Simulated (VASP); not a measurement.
Input of a VASP 6.6.1 run:

File POSCAR:

```
SrB
1.0
    0.0000000000      2.9921064011      2.9921064011
    2.9921064011      0.0000000000      2.9921064011
    2.9921064011      2.9921064011      0.0000000000
Sr B
1 1
Direct
    0.5000000000      0.5000000000      0.5000000000
    0.0000000000      0.0000000000      0.0000000000
```

INCAR.step1

```
PREC = Accurate ; ENCUT = 520
ISMEAR = 0 ; SIGMA = 0.05
LREAL = F ; LASPH = T
NELM = 80 ; NBANDS = 14
GGA = PE ; ALGO = Normal
EDIFF = 1E-4 ; LWAVE = T
LCHARG = F
```

File INCAR.step2:

```
PREC = Accurate ; ENCUT = 520
EDIFF = 1E-6 ; ISMEAR = 0
SIGMA = 0.05 ; LREAL = F
LASPH = T ; NELM = 80
ALGO = Normal ; ISIF = 2
LWAVE = F ; LCHARG = F
METAGGA = R2SCAN ; LMIXTAU = T
NBANDS = 14 ; ISTART = 1
```

File KPOINTS:

```
Automatic mesh
0
Gamma
  10 10 10
```

Potentials or basis: VASP PAW PBE potentials, release 64 (Sr_sv, B).

Launch:

```console
$ cat potpaw_PBE.64/Sr_sv/POTCAR potpaw_PBE.64/B/POTCAR > POTCAR
$ cp INCAR.step1 INCAR
$ mpirun -np 1 vasp_std > vasp.out
$ cp INCAR.step2 INCAR
$ mpirun -np 1 vasp_std > vasp.out
```

Estimate the pressure.

0.1 GPa.

Caveat: the PAW data sets were made with another functional, which shifts forces and pressure a little.
